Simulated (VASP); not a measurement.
Write the native input for VASP 6.6.1 that does the following.

```
Task                   : single point
Functional             : PBE
Potentials or basis    : VASP PAW PBE potentials, release 64 (Nb_sv)
Cutoff                 : 520 eV
k mesh                 : 11 × 11 × 11
Occupations            : fermi-dirac, width 0.05 eV
Spin                   : no spin polarisation
Dipole correction      : no
Further INCAR settings : ALGO = Normal; EDIFF = 1e-07; NBANDS = 12
```

The structure of Nb lies in POSCAR:

```
Nb
1.0
   -1.6965847559      1.6965847559      1.6965847559
    1.6965847559     -1.6965847559      1.6965847559
    1.6965847559      1.6965847559     -1.6965847559
Nb
1
Direct
    0.0000000000      0.0000000000      0.0000000000
```

This cell differs from its parent crystal: volume scaled by 1.06.

One way to write it, as run:

INCAR

```
PREC = Accurate
ENCUT = 520
EDIFF = 1E-7
ISMEAR = -1
SIGMA = 0.05
LREAL = False
LASPH = True
NELM = 80
ALGO = Normal
ISIF = 2
LWAVE = False
LCHARG = True
GGA = PE
LELF = True
LVHAR = True
NBANDS = 12
```

KPOINTS

```
Automatic mesh
0
Gamma
  11 11 11
```

Potentials or basis: VASP PAW PBE potentials, release 64 (Nb_sv).

Run with:

```sh
$ cat potpaw_PBE.64/Nb_sv/POTCAR > POTCAR
$ mpirun -np 1 vasp_std > vasp.out
```

Results of the run:

```yaml
Pressure: -10.9 GPa
```

Run time: 12 s on 1 thread of Intel(R) Xeon(R) 6975P-C (Granite Rapids), with other jobs on the host, peak memory 0.14 GiB.
